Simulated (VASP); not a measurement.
# B3I: single point with PBE

The system is B3I.

```xyz
4
Lattice="3.7772 0.0000 0.0000 0.0000 3.7772 0.0000 0.0000 0.0000 3.7772" Properties=species:S:1:pos:R:3 pbc="T T T"
B     0.0000    1.8886    1.8886
B     1.8886    0.0000    1.8886
B     1.8886    1.8886    0.0000
I     0.0000    0.0000    0.0000
```

| Quantity | Value |
| --- | --- |
| Program | VASP 6.6.1 |
| Task | single point |
| Functional | PBE |
| Potentials or basis | VASP PAW PBE potentials, release 64 (B, I) |
| Cutoff | 520 eV |
| k mesh | 12 × 12 × 12 |
| Occupations | gaussian, width 0.1 eV |
| Spin | no spin polarisation |

- Pressure: -0.1 GPa
- Band gap on the k mesh: zero (band 8 reaches 9.58 eV, above the bottom of band 9 at 6.64 eV)

Levels at points of the mesh, in eV from the Fermi level:
```tsv
k point	band 4	band 5	band 6	band 7	band 8	band 9	band 10	band 11	band 12	band 13
(0.00, 0.00, 0.00)	-5.97	-5.97	-3.35	-3.35	2.02	2.02	2.02	2.13	2.13	2.13
(0.50, 0.00, 0.00)	-4.55	-4.42	-2.16	-1.79	-1.79	-0.91	-0.73	3.75	3.75	3.88
(0.50, 0.50, 0.00)	-7.47	-3.16	-1.19	-0.43	-0.43	-0.12	-0.12	1.00	1.05	5.12
(0.50, 0.50, 0.50)	-7.90	-5.83	-5.83	-5.83	-4.56	5.33	5.33	5.33	5.88	5.88
```

Run time: 43 s on 1 thread of AMD EPYC 7R43 64-Core Processor (Zen 3) (shared host), peak memory 0.16 GiB.

Caveat: spin-orbit coupling is left out, which moves the levels of the heavy elements.
